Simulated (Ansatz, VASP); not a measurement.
# ZnO: VASP beside Ansatz

Contents of INCAR:

```
PREC     = Accurate       # precision mode
ENCUT    = 520            # plane-wave cutoff, eV
EDIFF    = 1E-7           # SCF threshold, eV
ISMEAR   = 0              # smearing method
SIGMA    = 0.05           # smearing width, eV
LREAL    = F              # projectors in reciprocal space
LASPH    = T              # aspherical terms in the spheres
NELM     = 100            # most SCF steps
ALGO     = Normal         # electronic algorithm
ISIF     = 2              # what is computed and relaxed
LWAVE    = F              # write WAVECAR
LCHARG   = F              # write CHGCAR
GGA      = PS             # functional
NBANDS   = 26             # bands
```

Contents of KPOINTS:

```
regular mesh
0
Gamma
  9 9 6
```

File POSCAR:

```
ZnO
1.0
    3.2309318303      0.0000000000      0.0000000000
   -1.6154659151      2.7980690429      0.0000000000
    0.0000000000      0.0000000000      5.2153681419
Zn O
2 2
Direct
    0.3333333333      0.6666666667      0.0015754469
    0.6666666667      0.3333333333      0.5015754469
    0.3333333333      0.6666666667      0.3352736727
    0.6666666667      0.3333333333      0.8352736727
```

Input for Ansatz:

```yaml
crystal:
  lattice:
    - [3.2309318303, 0.0, 0.0]
    - [-1.6154659151, 2.7980690429, 0.0]
    - [0.0, 0.0, 5.2153681419]
  atoms:
    - { symbol: Zn, position: [0.3333333333, 0.6666666667, 0.0015754469] }
    - { symbol: Zn, position: [0.6666666667, 0.3333333333, 0.5015754469] }
    - { symbol: O, position: [0.3333333333, 0.6666666667, 0.3352736727] }
    - { symbol: O, position: [0.6666666667, 0.3333333333, 0.8352736727] }
basis:
  ecutwfc: 520.0
kpoints:
  mp_grid: { grid: [9, 9, 6] }
hamiltonian:
  xc: pbesol
  pseudopotentials: { kind: paw, azcp: { folder: soft_1 } }
scf:
  occupations: { method: gaussian, width: 0.05 }
output:
  forces: true
  stress: true
  eigenvalues: true
```

Alike in both runs: task single point; functional PBEsol; k mesh 9 × 9 × 6; occupations gaussian, width 0.05 eV; no spin polarisation.

```csv
,VASP,Ansatz
version,VASP 6.6.1,Ansatz 0.2.0
potentials or method,"VASP PAW PBE potentials, release 64 (Zn, O), cutoff 520 eV","scalar-relativistic, plane waves, PAW"
valence electrons in the cell,36,36
```

Ansatz gave:

* gap on the k mesh at the Fermi level (eV): 0.91
* least direct gap on the mesh (eV): 0.91
* pressure (GPa): 6.4
* traceless stress, the component that is largest in VASP (GPa): 25.21
* rms of the force components (eV/Å): 1.898

Q: Which values does VASP return?

A: gap on the k mesh at the Fermi level (eV): 0.90; least direct gap on the mesh (eV): 0.90; pressure (GPa): 7.4; traceless stress, the component that is largest in VASP (GPa): 26.38; rms of the force components (eV/Å): 1.967.

VASP's potentials were made for PBE, not for PBEsol, and Ansatz warns of the same on its side. Atom by atom the forces differ by 0.069 eV/Å (rms over components).
